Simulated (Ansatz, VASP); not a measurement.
**Two plane-wave programs on BeGa2C2**

File INCAR:

```
PREC = Accurate ; ENCUT = 520
EDIFF = 1E-7 ; ISMEAR = 0
SIGMA = 0.2 ; LREAL = False
LASPH = True ; NELM = 60
ALGO = Normal ; ISIF = 2
LWAVE = False ; LCHARG = True
GGA = PE ; LELF = True
LVHAR = True ; NBANDS = 47
```

File KPOINTS:

```
regular mesh
0
Gamma
  8 4 4
```

Contents of POSCAR:

```
BeGa2C2
1.0
   -1.6409775048     -2.4131543694      0.0000000000
    4.9229325143     -2.4131543694      0.0000000000
    0.0000000000      0.0000000000      8.3970005720
Be Ga C
2 4 4
Direct
    0.7500000000      0.2500000000      0.0000000000
    0.2500000000      0.7500000000      0.0000000000
    1.0000000000      0.0000000000      0.6726896818
    0.5000000000      0.5000000000      0.6726896818
    1.0000000000      0.0000000000      0.3273103182
    0.5000000000      0.5000000000      0.3273103182
    0.5000000000      0.5000000000      0.0797817560
    0.0000000000      0.0000000000      0.0797817560
    0.5000000000      0.5000000000      0.9202182440
    0.0000000000      0.0000000000      0.9202182440
```

Input for Ansatz:

```yaml
crystal:
  lattice:
    - [-1.6409775048, -2.4131543694, 0.0]
    - [4.9229325143, -2.4131543694, 0.0]
    - [0.0, 0.0, 8.397000572]
  atoms:
    - { symbol: Be, position: [0.75, 0.25, 0.0] }
    - { symbol: Be, position: [0.25, 0.75, 0.0] }
    - { symbol: Ga, position: [1.0, 0.0, 0.6726896818] }
    - { symbol: Ga, position: [0.5, 0.5, 0.6726896818] }
    - { symbol: Ga, position: [1.0, 0.0, 0.3273103182] }
    - { symbol: Ga, position: [0.5, 0.5, 0.3273103182] }
    - { symbol: C, position: [0.5, 0.5, 0.079781756] }
    - { symbol: C, position: [0.0, 0.0, 0.079781756] }
    - { symbol: C, position: [0.5, 0.5, 0.920218244] }
    - { symbol: C, position: [0.0, 0.0, 0.920218244] }
basis:
  ecutwfc: 420
kpoints:
  mp_grid: { grid: [8, 4, 4] }
hamiltonian:
  xc: pbe
scf:
  occupations: { method: gaussian, width: 0.2 }
  lower_state_search: "off"
output:
  forces: true
  stress: true
  eigenvalues: true
```

Alike in both runs: task single point; functional PBE; k mesh 8 × 4 × 4; occupations gaussian, width 0.2 eV; no spin polarisation.

|  | VASP | Ansatz |
| --- | --- | --- |
| version | VASP 6.6.1 | Ansatz 0.2.0 |
| potentials or method | VASP PAW PBE potentials, release 64 (Be, Ga_d, C), cutoff 520 eV | scalar-relativistic, plane waves, PAW |
| valence electrons in the cell | 72 | 72 |

|  | VASP | Ansatz | Ansatz less VASP |
| --- | --- | --- | --- |
| gap on the k mesh at the Fermi level (eV) | none | none | - |
| pressure (GPa) | 0.4 | 0.2 | -0.18 |
| traceless stress, the component that is largest in VASP (GPa) | -0.44 | -0.65 | -0.208 |
| rms of the force components (eV/Å) | 0.054 | 0.025 | -0.0283 |

Atom by atom the forces differ by 0.036 eV/Å (rms over components). A gap of «none» marks a metal or a gap that the smearing closes. With one functional, cell and mesh, what is left measures potentials, basis and numerics.
